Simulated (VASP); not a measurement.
# Al3BiO3 (P2_1/m) in VASP: single point with PBE

Aim: the single point of Al3BiO3 with PBE.

Program: VASP 6.6.1. These are calculated values, not measurements. Logs are shortened: lines on timing, memory, paths and dates and some standing lists are left out, and cuts for length are marked.

## 1. The cell of the first run

The structure is monoclinic, space group P2_1/m (No. 11). Conventional cell: a = 9.253 Å, b = 3.052 Å, c = 9.344 Å, α = 90.00°, β = 109.69°, γ = 90.00°. Al (site symmetry m) has 3 O at 1.85 to 1.86 Å within 2.5 Å. Within 2.4 Å of Al (site symmetry m) lie 3 O at 1.82 to 1.84 Å. Within 2.4 Å of Al (site symmetry m) lie 3 O at 1.82 to 1.83 Å. Bi (site symmetry m) has 3 Al at 2.74 to 2.99 Å and 2 Bi at 3.05 Å within 3.6 Å. O (site symmetry m) has 3 Al at 1.82 to 1.86 Å within 2.4 Å. O (site symmetry m) has 3 Al at 1.83 to 1.84 Å within 2.4 Å. Within 2.4 Å of O (site symmetry m) lie 3 Al at 1.82 to 1.85 Å.

## 2. Single point, PBE

INCAR reads:

```
PREC = Accurate
ENCUT = 520
EDIFF = 1E-6
ISMEAR = 0
SIGMA = 0.2
LREAL = False
LASPH = True
NELM = 60
ALGO = Normal
ISIF = 2
LWAVE = False
LCHARG = True
GGA = PE
LELF = True
LVHAR = True
NBANDS = 55
```

KPOINTS reads:

```
regular mesh
0
Gamma
  8 4 4
```

POSCAR reads:

```
Al3BiO3
1.0
    0.0000000000     -3.0517055088      0.0000000000
   -9.2526022591      0.0000000000     -0.0702574376
    3.2150572943      0.0000000000     -8.7730374170
Al Bi O
6 2 6
Direct
    0.7500000000      0.6734686058      0.8598497212
    0.2500000000      0.8635201106      0.6720595606
    0.7500000000      0.1887791676      0.8206748841
    0.2500000000      0.3265313942      0.1401502788
    0.2500000000      0.8112208324      0.1793251159
    0.7500000000      0.1364798894      0.3279404394
    0.2500000000      0.6428334045      0.3708069097
    0.7500000000      0.3571665955      0.6291930903
    0.2500000000      0.7556958531      0.8027938875
    0.7500000000      0.9812730120      0.7218582158
    0.2500000000      0.2195927499      0.9329757894
    0.7500000000      0.2443041469      0.1972061125
    0.7500000000      0.7804072501      0.0670242106
    0.2500000000      0.0187269880      0.2781417842
```

Potentials or basis: VASP PAW PBE potentials, release 64 (Al, Bi_d, O).

On the command line:

```bash
cat potpaw_PBE.64/Al/POTCAR potpaw_PBE.64/Bi_d/POTCAR potpaw_PBE.64/O/POTCAR > POTCAR
mpirun -np 1 vasp_std > vasp.out
```

OUTCAR:

```text
PREC = Accurate
   ENCUT = 520
   EDIFF = 1E-6
   ISMEAR = 0
   LREAL = False
   LASPH = True
   NELM = 60
   ISIF = 2
   GGA = PE

 ion  position               nearest neighbor table
   1  0.750  0.673  0.860-  13 1.85   9 1.86   9 1.86   8 2.99   5 3.21   5 3.21   2 3.25   2 3.25

   2  0.250  0.864  0.672-   9 1.82  10 1.84  10 1.84   7 2.87   3 3.24   3 3.24   1 3.25   1 3.25

   3  0.750  0.189  0.821-  11 1.82  11 1.82  10 1.83   8 2.74   4 3.21   4 3.21   2 3.24   2 3.24
[... 7 lines left out ...]
   7  0.250  0.643  0.371-   5 2.74   2 2.87   4 2.99
   8  0.750  0.357  0.629-   3 2.74   6 2.87   1 2.99
   9  0.250  0.756  0.803-   2 1.82   1 1.86   1 1.86
  10  0.750  0.981  0.722-   3 1.83   2 1.84   2 1.84
  11  0.250  0.220  0.933-   3 1.82   3 1.82   4 1.85
  12  0.750  0.244  0.197-   6 1.82   4 1.86   4 1.86
  13  0.750  0.780  0.067-   5 1.82   5 1.82   1 1.85
  14  0.250  0.019  0.278-   5 1.83   6 1.84   6 1.84

  LATTYP: Found a simple monoclinic cell.
 ALAT       =     9.2528689968
 B/A-ratio  =     0.3298118140
 C/A-ratio  =     1.0098052413
 COS(beta)  =    -0.3369527843

  Lattice vectors:

 A1 = (  -9.2526022591,   0.0000000000,  -0.0702574376)
 A2 = (   0.0000000000,   3.0517055088,   0.0000000000)
 A3 = (   3.2150572943,   0.0000000000,  -8.7730374170)

Analysis of symmetry for initial positions (statically):
=====================================================================
 Subroutine PRICEL returns:
 Original cell was already a primitive cell.

 Routine SETGRP: Setting up the symmetry group for a
 simple monoclinic supercell.

 Subroutine GETGRP returns: Found  4 space group operations
 (whereof  2 operations were pure point group operations)
 out of a pool of  4 trial point group operations.

The static configuration has the point symmetry S_2 .
 The point group associated with its full space group is C_2h.

Analysis of symmetry for dynamics (positions and initial velocities):
=====================================================================
 Subroutine PRICEL returns:
 Original cell was already a primitive cell.

 Routine SETGRP: Setting up the symmetry group for a
 simple monoclinic supercell.

 Subroutine GETGRP returns: Found  4 space group operations
 (whereof  2 operations were pure point group operations)
 out of a pool of  4 trial point group operations.

The dynamic configuration has the point symmetry S_2 .
 The point group associated with its full space group is C_2h.

 Subroutine INISYM returns: Found  4 space group operations
 (whereof  2 operations are pure point group operations),
 and found     1 'primitive' translations

----------------------------------------------------------------------------------------

                                     Primitive cell

  volume of cell :     248.4067

  direct lattice vectors                    reciprocal lattice vectors
     0.000000000 -3.051705509  0.000000000     0.000000000 -0.327685616  0.000000000
    -9.252602259  0.000000000 -0.070257438    -0.107777789  0.000000000 -0.039497354
     3.215057294  0.000000000 -8.773037417     0.000863121  0.000000000 -0.113669299

  length of vectors
     3.051705509  9.252868997  9.343595610     0.327685616  0.114787163  0.113672576

  position of ions in fractional coordinates (direct lattice)
     0.750000000  0.673468606  0.859849721
     0.250000000  0.863520111  0.672059561
     0.750000000  0.188779168  0.820674884
     0.250000000  0.326531394  0.140150279
     0.250000000  0.811220832  0.179325116
     0.750000000  0.136479889  0.327940439
     0.250000000  0.642833405  0.370806910
     0.750000000  0.357166595  0.629193090
     0.250000000  0.755695853  0.802793888
     0.750000000  0.981273012  0.721858216
     0.250000000  0.219592750  0.932975789
     0.750000000  0.244304147  0.197206112
     0.750000000  0.780407250  0.067024211
     0.250000000  0.018726988  0.278141784

  ion indices of the primitive-cell ions
   primitive index   ion index
                 1           1
                 2           2
                 3           3
                 4           4
                 5           5
                 6           6
                 7           7
                 8           8
                 9           9
                10          10
                11          11
                12          12
                13          13
                14          14

----------------------------------------------------------------------------------------

 KPOINTS: regular mesh

Automatic generation of k-mesh.
 Grid dimensions read from file:
 generate k-points for:    8    4    4

 Generating k-lattice:

  Cartesian coordinates                     Fractional coordinates (reciprocal lattice)
     0.000000000 -0.040960702  0.000000000     0.125000000  0.000000000  0.000000000
    -0.026944447  0.000000000 -0.009874339     0.000000000  0.250000000  0.000000000
     0.000215780  0.000000000 -0.028417325     0.000000000  0.000000000  0.250000000

  Length of vectors
     0.040960702  0.028696791  0.028418144

  Shift w.r.t. Gamma in fractional coordinates (k-lattice)
     0.000000000  0.000000000  0.000000000

 Subroutine IBZKPT returns following result:
 ===========================================

 Found     50 irreducible k-points:

 Following reciprocal coordinates:
            Coordinates               Weight
  0.000000  0.000000  0.000000      1.000000
  0.125000  0.000000  0.000000      2.000000
  0.250000  0.000000  0.000000      2.000000
  0.375000  0.000000  0.000000      2.000000
  0.500000  0.000000  0.000000      1.000000
  0.000000  0.250000  0.000000      2.000000
[... 16 lines left out ...]
  0.250000  0.250000  0.250000      4.000000
  0.375000  0.250000  0.250000      4.000000
 [... further k-points ...]
   k-points           NKPTS =     50   k-points in BZ     NKDIM =     50   number of bands    NBANDS=     55
   number of dos      NEDOS =    301   number of ions     NIONS =     14
   total plane-waves  NPLWV = 117600
   dimension x,y,z NGX =    24 NGY =   70 NGZ =   70
   dimension x,y,z NGXF=    48 NGYF=  140 NGZF=  140
   ions per type =               6   2   6
   NGX,Y,Z   is equivalent  to a cutoff of  13.07, 12.58, 12.45 a.u.
   NGXF,Y,Z  is equivalent  to a cutoff of  26.15, 25.15, 24.91 a.u.
 SYSTEM =  unknown system
   PREC   = accura    normal or accurate (medium, high low for compatibility)
   ISTART =      0    job   : 0-new  1-cont  2-samecut
   ICHARG =      2    charge: 1-file 2-atom 10-const
   ISPIN  =      1    spin polarized calculation?
   LNONCOLLINEAR =      F non collinear calculations
   LSORBIT =      F    spin-orbit coupling
   LASPH  =      T    aspherical Exc in radial PAW
   ENCUT  =  520.0 eV  38.22 Ry    6.18 a.u.   5.67 17.20 17.37*2*pi/ulx,y,z
   NELM   =     60;   NELMIN=  2; NELMDL= -5     # of ELM steps
   EDIFF  = 0.1E-05   stopping-criterion for ELM
   LREAL  =      F    real-space projection
   EDIFFG = 0.1E-04   stopping-criterion for IOM
   NSW    =      0    number of steps for IOM
   IBRION =     -1    ionic relax: 0-MD 1-quasi-New 2-CG
   NFREE  =      0    steps in history (QN), initial steepest desc. (CG)
   ISIF   =      2    stress and relaxation
   ISYM   =      2    0-nonsym 1-usesym 2-fastsym
   POTIM  = 0.5000    time-step for ionic-motion
   TEBEG  =    0.0;   TEEND  =   0.0 temperature during run
   PSTRESS=    0.0 pullay stress
   NELECT =      84.0000    total number of electrons
   NUPDOWN=      -1.0000    fix difference up-down
   EMIN   =  10.00;   EMAX   =-10.00  energy-range for DOS
   EFERMI =   0.00;   METHOD = LEGACY
   ISMEAR =     0;   SIGMA  =   0.20  broadening in eV -4-tet -1-fermi 0-gaus
   EFERMI_NEDOS =   21; number of points for ismear=-14 and -15
   IALGO  =     38    algorithm
   IMIX   =      4    mixing-type and parameters
     AMIX     =   0.40;   BMIX     =  1.00
     AMIX_MAG =   1.60;   BMIX_MAG =  1.00
  volume/ion in A,a.u.               =      17.74       119.74
  Fermi-wavevector in a.u.,A,eV,Ry     =   1.140548  2.155323 17.699128  1.300849
  Thomas-Fermi vector in A             =   2.277250
   LORBIT       =      0    0 simple, 1 ext, 2 COOP (PROOUT), +10 PAW based schemes
   GGA     = PE    functional components
   LHFCALC =     F    Hartree Fock is set to
   AEXX    =    0.0000 exact exchange contribution
   IVDW    =     0    specifies the selected vdW correction
   LEPSILON=     F    determine dielectric tensor
   LRPA    =     F    only Hartree local field effects (RPA)
 non-spin polarized calculation
 Gauss-broadening in eV      SIGMA  =   0.20
  energy-cutoff  :      520.00
  volume of cell :      248.41
 maximum number of plane-waves:      6720
 NGX is ok and might be reduce to    24
   NGX = 11   NGY = 35   NGZ = 35

 number of electron      84.0000026 magnetization

 Free energy of the ion-electron system (eV)
  ---------------------------------------------------
  ext. energy  EPLUGINS =         0.00000000
  ---------------------------------------------------
  free energy    TOTEN  =       -86.72404424 eV

  energy without entropy =      -86.65087447  energy(sigma->0) =      -86.68745936

 E-fermi :   5.9329     XC(G=0):  -9.1622

 val. band max:        5.9323759348   @ k =   0.2500  -0.2500   0.2500
 cond. band min:       5.9365161643   @ k =   0.2500   0.5000   0.2500
 fundamental gap:      0.0041402295
 Fermi energy:         5.9329383738

 k-point     1 :       0.0000    0.0000    0.0000
  band No.  band energies     occupation
      1     -17.0167      2.00000
      2     -17.0165      2.00000
      3     -16.6877      2.00000
      4     -16.6828      2.00000
      5     -16.6626      2.00000
      6     -16.6593      2.00000
[... 1357 lines left out ...]
     53      10.5497      0.00000
     54      10.6567      0.00000

 [... further k-points ...]

 [bands above 54 left out]

------------------------ aborting loop because EDIFF is reached ----------------------------------------

  FORCE on cell =-STRESS in cart. coord.  units (eV):
  Direction    XX          YY          ZZ          XY          YZ          ZX
  --------------------------------------------------------------------------------------
  -------------------------------------------------------------------------------------
  Total       -1.1954735      2.9672718     -1.7964436      0.0000000      0.0000000     -0.6003401
  in kB       -7.7105827     19.1383540    -11.5867287      0.0000000      0.0000000     -3.8720822
  external PRESSURE =      -0.0529858 kB  Pullay stress =       0.0000000 kB

 VOLUME and BASIS-vectors are now :
 -----------------------------------------------------------------------------
  energy-cutoff  :      520.00
  volume of cell :      248.41
      direct lattice vectors                 reciprocal lattice vectors
     0.000000000 -3.051705509  0.000000000     0.000000000 -0.327685616  0.000000000
    -9.252602259  0.000000000 -0.070257438    -0.107777789  0.000000000 -0.039497354
     3.215057294  0.000000000 -8.773037417     0.000863121  0.000000000 -0.113669299

 POSITION                                       TOTAL-FORCE (eV/Angst)
 -----------------------------------------------------------------------------------
     -3.46687     -2.28878     -7.59081        -0.057931      0.000000      0.115590
     -5.82910     -0.76293     -5.95667         0.048692     -0.000000      0.084217
      0.89182     -2.28878     -7.21307        -0.128375      0.000000      0.160217
     -2.57067     -0.76293     -1.25248         0.057931      0.000000     -0.115590
     -6.92936     -0.76293     -1.63022         0.128375      0.000000     -0.160217
     -0.20845     -2.28878     -2.88662        -0.048692      0.000000     -0.084217
     -4.75572     -0.76293     -3.29827        -0.042281      0.000000      0.033778
     -1.28183     -2.28878     -5.54503         0.042281      0.000000     -0.033778
     -4.41112     -0.76293     -7.09603         0.065496      0.000000     -0.043487
     -6.75851     -2.28878     -6.40183         0.086140      0.000000      0.044290
      0.96777     -0.76293     -8.20046        -0.029338      0.000000     -0.163935
     -1.62642     -2.28878     -1.74726        -0.065496      0.000000      0.043487
     -7.00531     -2.28878     -0.64284         0.029338      0.000000      0.163935
      0.72097     -0.76293     -2.44146        -0.086140      0.000000     -0.044290
 -----------------------------------------------------------------------------------
    total drift:                               -0.000000     -0.000000      0.000000

  FREE ENERGIE OF THE ION-ELECTRON SYSTEM (eV)
  ---------------------------------------------------
  free  energy   TOTEN  =       -86.7240442447 eV

  energy  without entropy=      -86.6508744682  energy(sigma->0) =      -86.68745936
```

Run time: 9.8 min. Hardware: 1 thread of Intel Xeon 6975P-C (Granite Rapids), shared host; peak memory 0.67 GiB.

Results:

* Free energy: -86.7240 eV
* Pressure: 0.0 GPa
* Largest force: 0.205 eV/Å
* Band gap on the k mesh: zero (band 42 reaches 6.06 eV, above the bottom of band 43 at 5.89 eV)

Forces in eV/Å, atoms in the order of the input:
```
Al  -0.058  0.000  0.116
Al   0.049  0.000  0.084
Al  -0.128  0.000  0.160
Al   0.058  0.000 -0.116
Al   0.128  0.000 -0.160
Al  -0.049  0.000 -0.084
Bi  -0.042  0.000  0.034
Bi   0.042  0.000 -0.034
O    0.065  0.000 -0.043
O    0.086  0.000  0.044
O   -0.029  0.000 -0.164
O   -0.065  0.000  0.043
O    0.029  0.000  0.164
O   -0.086  0.000 -0.044
```

Stress tensor (GPa, compression positive):
```
-0.77  0.00 -0.39
 0.00  1.91  0.00
-0.39  0.00 -1.16
```

Levels at points of the mesh, in eV from the Fermi level:
```tsv
k point	band 39	band 40	band 41	band 42	band 43	band 44	band 45	band 46
(0.00, 0.00, 0.00)	-3.29	-2.90	-1.73	-0.10	1.20	1.30	1.63	2.33
(0.50, 0.00, 0.00)	-2.20	-2.20	-1.57	-1.57	1.21	1.21	1.76	1.76
(0.00, 0.50, 0.00)	-3.39	-2.90	-0.96	0.01	0.97	1.10	1.67	2.02
(0.50, 0.50, 0.00)	-2.13	-2.13	-1.50	-1.50	1.09	1.09	2.03	2.03
(0.00, 0.00, 0.50)	-3.45	-2.82	-0.73	-0.49	1.04	1.20	1.88	2.21
(0.50, 0.00, 0.50)	-2.10	-2.10	-1.51	-1.51	1.35	1.35	1.74	1.74
(0.00, 0.50, 0.50)	-3.59	-2.93	-1.01	-0.90	1.36	1.58	2.28	2.31
(0.50, 0.50, 0.50)	-2.15	-2.15	-1.45	-1.45	1.51	1.51	1.63	1.63
```

Caveat: spin-orbit coupling is left out, which moves the levels of the heavy elements.
